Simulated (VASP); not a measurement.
Here is a VASP 6.6.1 calculation.

Contents of INCAR:

```
ALGO     = Normal         # electronic algorithm
EDIFF    = 1E-6           # SCF threshold, eV
ENCUT    = 520            # plane-wave cutoff, eV
GGA      = PE             # functional
ISIF     = 2              # what is computed and relaxed
ISMEAR   = 0              # smearing method
LASPH    = T              # aspherical terms in the spheres
LCHARG   = F              # write CHGCAR
LREAL    = Auto         
LWAVE    = F              # write WAVECAR
NBANDS   = 122            # bands
NELM     = 100            # most SCF steps
PREC     = Accurate       # precision mode
SIGMA    = 0.05           # smearing width, eV
```

The input KPOINTS:

```
k-points
0
Gamma
  2 3 2
```

Contents of POSCAR:

```
SnO2
1.0
    9.6554546461      0.0000000000      0.0000000000
    0.0000000000      4.8277273231      0.0000000000
    0.0000000000      0.0000000000      6.4754890203
Sn O
8 16
Direct
    0.0025156765      1.0033963552      0.0037076736
    0.2481188186      0.5045361589      0.2538688576
   -0.0025522361      1.0022513030      0.5010664044
    0.2500121526      0.4966442468      0.7534499688
    0.5018566373      1.0038802268     -0.0036143988
    0.7496759361      0.5043373076      0.2485778286
    0.5015705813      1.0008102522      0.5002843785
    0.7494480856      0.4986058323      0.7482488172
    0.1492281879      0.2979250699     -0.0025639762
    0.4156930095      0.1857165784      0.2544459569
    0.1016861490      0.8193712559      0.2394299481
    0.3482370456      0.6784156977      0.0062895636
    0.1482409739      0.3015806201      0.4862798763
    0.4027370168      0.1950453986      0.7541313073
    0.0936748225      0.8028852378      0.7462942157
    0.3459507732      0.6891246703      0.4909465509
    0.6492653355      0.2964241566     -0.0070484252
    0.9062302419      0.1754243650      0.2414046252
    0.5806412236      0.7904433587      0.2490025070
    0.8535257326      0.6874657117      0.0108212677
    0.6520880923      0.2921735023      0.4897517377
    0.8971588928      0.1914963166      0.7532700596
    0.5963512037      0.8085386226      0.7468212802
    0.8545016576      0.6806670676      0.4992506342
```

Potentials or basis: VASP PAW PBE potentials, release 64 (Sn_d, O).

The run is started by

```bash
$ cat potpaw_PBE.64/Sn_d/POTCAR potpaw_PBE.64/O/POTCAR > POTCAR
$ mpirun -np 1 vasp_std > vasp.out
```

(1) Predict the largest force.

(2) Estimate the band gap on the k mesh.

(3) Estimate the pressure.

Results:

(1) 2.409 eV/Å.

(2) 0.64 eV.

(3) 1.8 GPa.

Caveat: the k points lie up to 0.49 Å⁻¹ apart; the atoms stand as in a frame of molecular dynamics; semilocal functionals underestimate gaps, and a narrow one can read as zero; spin-orbit coupling is left out, which moves the levels of the heavy elements; forces of over 1 eV/Å act on the atoms, so gaps and moduli don't describe the material at rest.
